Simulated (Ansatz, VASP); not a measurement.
Na in VASP and in Ansatz

```xyz
2
Lattice="0.0000 3.9267 3.9267 3.9267 0.0000 3.9267 3.9267 3.9267 0.0000" Properties=species:S:1:pos:R:3 pbc="T T T"
Na    0.9817    0.9817    0.9817
Na    6.8716    6.8716    6.8716
```

Alike in both runs: task single point; functional revPBE; k mesh 8 × 8 × 8; occupations fermi-dirac, width 0.1 eV; no spin polarisation.

```csv
,VASP,Ansatz
version,VASP 6.6.1,Ansatz 0.2.0
potentials or method,"VASP PAW PBE potentials, release 64 (Na_pv), cutoff 520 eV","plane waves (420 eV) with PAW, scalar-relativistic"
valence electrons in the cell,14,18
```

|  | VASP | Ansatz | Ansatz less VASP |
| --- | --- | --- | --- |
| pressure (GPa) | -0.1 | -0.1 | +0.01 |

VASP's potentials were made for PBE, not for revPBE. The functional is the same, so the differences come from potentials, cutoffs and numerics. VASP's potentials hold 14 valence electrons a cell and Ansatz's 18, so a difference there can come from the potentials and not from the codes.
